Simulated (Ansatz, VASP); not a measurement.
**Si2Ni in VASP and in Ansatz**

Contents of INCAR:

```
PREC = Accurate ; ENCUT = 520
EDIFF = 1E-6 ; ISMEAR = 0
SIGMA = 0.05 ; LREAL = False
LASPH = True ; NELM = 100
ALGO = Normal ; ISIF = 2
LWAVE = False ; LCHARG = False
GGA = PE ; NBANDS = 16
```

File KPOINTS:

```
regular mesh
0
Gamma
  12 12 12
```

The input POSCAR:

```
Si2Ni
1.0
    0.0000000000      2.7216542978      2.7216542978
    2.7216542978      0.0000000000      2.7216542978
    2.7216542978      2.7216542978      0.0000000000
Si Ni
2 1
Direct
    0.2500000000      0.2500000000      0.2500000000
    0.7500000000      0.7500000000      0.7500000000
    0.0000000000      0.0000000000      0.0000000000
```

Input for Ansatz:

```yaml
crystal:
  lattice:
    - [0.0, 2.7216542978, 2.7216542978]
    - [2.7216542978, 0.0, 2.7216542978]
    - [2.7216542978, 2.7216542978, 0.0]
  atoms:
    - { symbol: Si, position: [0.25, 0.25, 0.25] }
    - { symbol: Si, position: [0.75, 0.75, 0.75] }
    - { symbol: Ni, position: [0.0, 0.0, 0.0] }
basis:
  ecutwfc: 420
  ecutrho_ratio: 4
kpoints:
  mp_grid: { grid: [12, 12, 12] }
hamiltonian:
  xc: pbe
scf:
  occupations: { method: gaussian, width: 0.05 }
output:
  forces: true
  stress: true
  eigenvalues: true
```

Alike in both runs: task single point; functional PBE; k mesh 12 × 12 × 12; occupations gaussian, width 0.05 eV; no spin polarisation.

```csv
,VASP,Ansatz
version,VASP 6.6.1,Ansatz 0.2.0
potentials or method,"VASP PAW PBE potentials, release 64 (Si, Ni), cutoff 520 eV","scalar-relativistic, plane waves, PAW"
valence electrons in the cell,18,26
```

```tsv
	VASP	Ansatz	Ansatz less VASP
gap on the k mesh at the Fermi level (eV)	none	none	-
pressure (GPa)	-0.1	0.0	+0.14
```

A gap of «none» marks a metal or a gap that the smearing closes. With one functional, cell and mesh, what is left measures potentials, basis and numerics. VASP's potentials hold 18 valence electrons a cell and Ansatz's 26, so a difference there can come from the potentials and not from the codes.
